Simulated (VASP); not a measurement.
# AlAs (I-4m2) in VASP: further runs, part 2 of 2

VASP 6.6.1. The steps go on from the part before.

### 4 Electric field gradients, PBEsol (equal xx and yy strain of +1 %)

Contents of INCAR:

```
PREC     = Accurate       # precision mode
ENCUT    = 400            # plane-wave cutoff, eV
EDIFF    = 1E-8           # SCF threshold, eV
ISMEAR   = -1             # smearing method
SIGMA    = 0.05           # smearing width, eV
LREAL    = False          # projectors in reciprocal space
LASPH    = True           # aspherical terms in the spheres
NELM     = 120            # most SCF steps
ALGO     = Normal         # electronic algorithm
ISIF     = 2              # what is computed and relaxed
LWAVE    = False          # write WAVECAR
LCHARG   = False          # write CHGCAR
GGA      = PS             # functional
LEFG     = True         
NBANDS   = 11             # bands
GGA_COMPAT= False
```

Contents of KPOINTS:

```
Automatic mesh
0
Gamma
  11 11 11
```

Contents of POSCAR:

```
AlAs
1.0
    0.0000000000      2.8587040000      2.8304000000
    2.8587040000      0.0000000000      2.8304000000
    2.8587040000      2.8587040000      0.0000000000
Al As
1 1
Direct
    0.0000000000      0.0000000000      0.0000000000
    0.7500000000      0.7500000000      0.7500000000
```

Potentials or basis: VASP PAW PBE potentials, release 64 (Al, As).

Launch:

```sh
> cat potpaw_PBE.64/Al/POTCAR potpaw_PBE.64/As/POTCAR > POTCAR
> mpirun -np 1 vasp_std > vasp.out
```

OUTCAR:

```text
PREC = Accurate
   ENCUT = 400
   EDIFF = 1E-8
   ISMEAR = -1
   LREAL = False
   LASPH = True
   NELM = 120
   ISIF = 2
   GGA = PS

 ion  position               nearest neighbor table
   1  0.000  0.000  0.000-   2 2.47   2 2.47   2 2.47   2 2.47
   2  0.750  0.750  0.750-   1 2.47   1 2.47   1 2.47   1 2.47

  LATTYP: Found a body centered tetragonal cell.
 ALAT       =     4.0428179676
 C/A-ratio  =     1.4002114479

  Lattice vectors:

 A1 = (   0.0000000000,  -2.8587040000,  -2.8304000000)
 A2 = (   0.0000000000,   2.8587040000,  -2.8304000000)
 A3 = (   2.8587040000,   0.0000000000,   2.8304000000)

Analysis of symmetry for initial positions (statically):
=====================================================================
 Subroutine PRICEL returns:
 Original cell was already a primitive cell.

 Routine SETGRP: Setting up the symmetry group for a
 body centered tetragonal supercell.

 Subroutine GETGRP returns: Found  8 space group operations
 (whereof  8 operations were pure point group operations)
 out of a pool of 16 trial point group operations.

The static configuration has the point symmetry D_2d.

Analysis of symmetry for dynamics (positions and initial velocities):
=====================================================================
 Subroutine PRICEL returns:
 Original cell was already a primitive cell.

 Routine SETGRP: Setting up the symmetry group for a
 body centered tetragonal supercell.

 Subroutine GETGRP returns: Found  8 space group operations
 (whereof  8 operations were pure point group operations)
[... 480 lines left out ...]
      1      -7.3684      2.00000
      2       0.0686      2.00000
      3       1.7721      2.00000
      4       3.1814      2.00000
      5       7.1799      0.00000
      6       8.4502      0.00000
      7       8.6818      0.00000
      8       9.4241      0.00000
      9      10.7807      0.00000
     10      13.3912      0.00000
     11      15.0718      0.00000

 [... further k-points ...]

------------------------ aborting loop because EDIFF is reached ----------------------------------------

  FORCE on cell =-STRESS in cart. coord.  units (eV):
  Direction    XX          YY          ZZ          XY          YZ          ZX
  --------------------------------------------------------------------------------------
  -------------------------------------------------------------------------------------
  Total       -0.2362051     -0.2362051     -0.0858176      0.0000000      0.0000000     -0.0000000
  in kB       -8.1805727     -8.1805727     -2.9721508      0.0000000      0.0000000     -0.0000000
  external PRESSURE =      -6.4444321 kB  Pullay stress =       0.0000000 kB

 VOLUME and BASIS-vectors are now :
 -----------------------------------------------------------------------------
  energy-cutoff  :      400.00
  volume of cell :       46.26
      direct lattice vectors                 reciprocal lattice vectors
     0.000000000  2.858704000  2.830400000    -0.174904432  0.174904432  0.176653477
     2.858704000  0.000000000  2.830400000     0.174904432 -0.174904432  0.176653477
     2.858704000  2.858704000  0.000000000     0.174904432  0.174904432 -0.176653477

 POSITION                                       TOTAL-FORCE (eV/Angst)
 -----------------------------------------------------------------------------------
      0.00000      0.00000      0.00000        -0.000000     -0.000000     -0.000000
      4.28806      4.28806      4.24560         0.000000      0.000000      0.000000
 -----------------------------------------------------------------------------------
    total drift:                               -0.000000     -0.000000     -0.000000

  FREE ENERGIE OF THE ION-ELECTRON SYSTEM (eV)
  ---------------------------------------------------
  free  energy   TOTEN  =       -10.0645922558 eV

  energy  without entropy=      -10.0645922399  energy(sigma->0) =      -10.06459225

 Electric field gradients (V/A^2)
---------------------------------------------------------------------
 ion       V_xx      V_yy      V_zz      V_xy      V_xz      V_yz
---------------------------------------------------------------------
   1      -0.360    -0.360     0.720    -0.000    -0.000    -0.000
   2       1.198     1.198    -2.396    -0.000    -0.000    -0.000
---------------------------------------------------------------------

 Electric field gradients after diagonalization (V/A^2)
 (convention: |V_zz| > |V_xx| > |V_yy|)
----------------------------------------------------------------------
 ion       V_xx      V_yy      V_zz     asymmetry (V_yy - V_xx)/ V_zz
----------------------------------------------------------------------
   1      -0.360    -0.360     0.720       0.000
   2       1.198     1.198    -2.396       0.000
----------------------------------------------------------------------

           NMR quadrupolar parameters

 Cq : quadrupolar parameter    Cq=e*Q*V_zz/h
 eta: asymmetry parameters     (V_yy - V_xx)/ V_zz
 Q  : nuclear electric quadrupole moment in mb (millibarn)
----------------------------------------------------------------------
 ion       Cq(MHz)       eta       Q (mb)
----------------------------------------------------------------------
   1       0.002       0.000       1.000
   2      -0.006       0.000       1.000
----------------------------------------------------------------------
```

Run time: 84 s. Hardware: 1 thread of Intel Xeon 8259CL, shared host; peak memory 0.19 GiB.

Results:

| Property | Result |
| --- | --- |
| Free energy | -10.0646 eV |
| Pressure | -0.6 GPa |
| Band gap on the k mesh | 1.34 eV (least direct gap 1.79 eV) |
| Largest electric field gradient by atom | Al +0.7; As -2.4 V/Å² |

Electric field gradients, principal values (V/Å²):
| atom | least | middle | greatest (by size) |
| --- | --- | --- | --- |
| 1 Al | -0.360 | -0.360 | 0.720 |
| 2 As | 1.198 | 1.198 | -2.396 |

Caveat: the cell differs from its parent crystal (equal xx and yy strain of +1 %); without QUAD_EFG the Cq values of the log hold for a quadrupole moment of 1 mb, not for the nuclei; the PAW data sets were made with another functional, which shifts forces and pressure a little; an odd mesh through Γ misses points on the zone boundary, where band edges can lie.
